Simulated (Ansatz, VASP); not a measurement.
**One calculation of La, two programs**

The input INCAR:

```
PREC = Accurate ; ENCUT = 520
EDIFF = 1E-6 ; ISMEAR = -1
SIGMA = 0.05 ; LREAL = F
LASPH = T ; NELM = 100
ALGO = Normal ; ISIF = 2
LWAVE = F ; LCHARG = F
GGA = CA ; NBANDS = 18
```

Contents of KPOINTS:

```
regular mesh
0
Gamma
  11 11 6
```

File POSCAR:

```
La
1.0
    3.6750020097      0.0000000000      0.0000000000
   -1.8375010048      3.1826450993      0.0000000000
    0.0000000000      0.0000000000      6.0700000000
La
2
Direct
    0.3333333333      0.6666666667      0.2500000000
    0.6666666667      0.3333333333      0.7500000000
```

Input for Ansatz:

```yaml
crystal:
  lattice:
    - [3.6750020097, 0.0, 0.0]
    - [-1.8375010048, 3.1826450993, 0.0]
    - [0.0, 0.0, 6.07]
  atoms:
    - { symbol: La, position: [0.3333333333, 0.6666666667, 0.25] }
    - { symbol: La, position: [0.6666666667, 0.3333333333, 0.75] }
kpoints:
  mp_grid: { grid: [11, 11, 6] }
  band_path:
    path:
      - [0.0, 0.0, 0.0]
      - [0.5, 0.0, 0.0]
      - [0.3333333333, 0.3333333333, 0.0]
      - [0.0, 0.0, 0.0]
      - [0.0, 0.0, 0.5]
      - [0.5, 0.0, 0.5]
      - [0.3333333333, 0.3333333333, 0.5]
      - [0.0, 0.0, 0.5]
      - [0.5, 0.0, 0.5]
    npoints: 5
scf:
  occupations: { method: fermi_dirac, width: 0.05 }
hamiltonian:
  xc: lda
  pseudopotentials: { kind: all_electron, lapw: { basis_error: 0.00025 } }
output:
  forces: true
  stress: true
  eigenvalues: true
```

Change from the starting cell: equal xx and yy strain of -2 %.

Alike in both runs: task single point; functional LDA; k mesh 11 × 11 × 6; occupations fermi-dirac, width 0.05 eV; no spin polarisation.

```csv
,VASP,Ansatz
version,VASP 6.6.1,Ansatz 0.2.0
potentials or method,"VASP PAW LDA potentials, release 64 (La), cutoff 520 eV","all-electron LAPW, scalar-relativistic"
```

Ansatz gave:

| Property | Result |
| --- | --- |
| pressure (GPa) | -2.2 |
| traceless stress, the component that is largest in VASP (GPa) | -0.22 |

Question: Estimate VASP's values.

Answer: Pressure (GPa): -2.3; traceless stress, the component that is largest in VASP (GPa): -0.23.

LDA's correlation is that of Perdew and Zunger in VASP and of Perdew and Wang (1992) in Ansatz. Ansatz ran all-electron here, and VASP with PAW potentials.

Neither program's run includes spin-orbit coupling.
